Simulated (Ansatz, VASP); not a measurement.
**ZrN in VASP and in Ansatz**

The input POSCAR:

```
ZrN
1.0
    0.0000000000      2.1286782998      2.1286782998
    2.1286782998      0.0000000000      2.1286782998
    2.1286782998      2.1286782998      0.0000000000
Zr N
1 1
Direct
    0.0000000000      0.0000000000      0.0000000000
    0.5000000000      0.5000000000      0.5000000000
```

Contents of INCAR.step1:

```
PREC = Accurate
ENCUT = 660
ISMEAR = -1
SIGMA = 0.05
LREAL = F
LASPH = T
NELM = 120
NBANDS = 16
GGA = PE
ALGO = Normal
EDIFF = 1E-5
LWAVE = T
LCHARG = F
GGA_COMPAT = F
```

File INCAR.step2:

```
PREC = Accurate
ENCUT = 660
EDIFF = 1E-6
ISMEAR = -1
SIGMA = 0.05
LREAL = F
LASPH = T
NELM = 120
ALGO = Normal
ISIF = 2
LWAVE = F
LCHARG = T
METAGGA = R2SCAN
LMIXTAU = T
LELF = T
LVHAR = T
NBANDS = 16
ISTART = 1
GGA_COMPAT = F
```

Contents of KPOINTS:

```
Automatic mesh
0
Gamma
  15 15 15
```

Input for Ansatz:

```yaml
crystal:
  lattice:
    - [0.0, 2.1286782998, 2.1286782998]
    - [2.1286782998, 0.0, 2.1286782998]
    - [2.1286782998, 2.1286782998, 0.0]
  atoms:
    - { symbol: Zr, position: [0.0, 0.0, 0.0] }
    - { symbol: "N", position: [0.5, 0.5, 0.5] }
kpoints:
  mp_grid: { grid: [15, 15, 15] }
scf:
  occupations: { method: fermi_dirac, width: 0.05 }
hamiltonian:
  xc: r2scan
  pseudopotentials: { kind: paw }
output:
  forces: true
  stress: true
  eigenvalues: true
  populations: true
```

Change from the starting cell: volume scaled by 0.8, PAW files.

Alike in both runs: task single point; functional r2SCAN; k mesh 15 × 15 × 15; occupations fermi-dirac, width 0.05 eV; no spin polarisation.

|  | VASP | Ansatz |
| --- | --- | --- |
| version | VASP 6.6.1 | Ansatz 0.2.0 |
| potentials or method | VASP PAW PBE potentials, release 64 (Zr_sv, N) | PAW with Ansatz's default frozen-core files, scalar-relativistic |
| plane-wave cutoff (eV) | 660 | 500 |
| valence electrons in the cell | 17 | 17 |

|  | VASP | Ansatz | Ansatz less VASP |
| --- | --- | --- | --- |
| pressure (GPa) | 94.7 | 93.7 | -0.96 |

VASP's potentials were made for PBE, not for r2SCAN. Both programs put the cell under a high pressure, so it lies far from rest at this level.

Noted on VASP's run: the cell as given lies far from equilibrium.
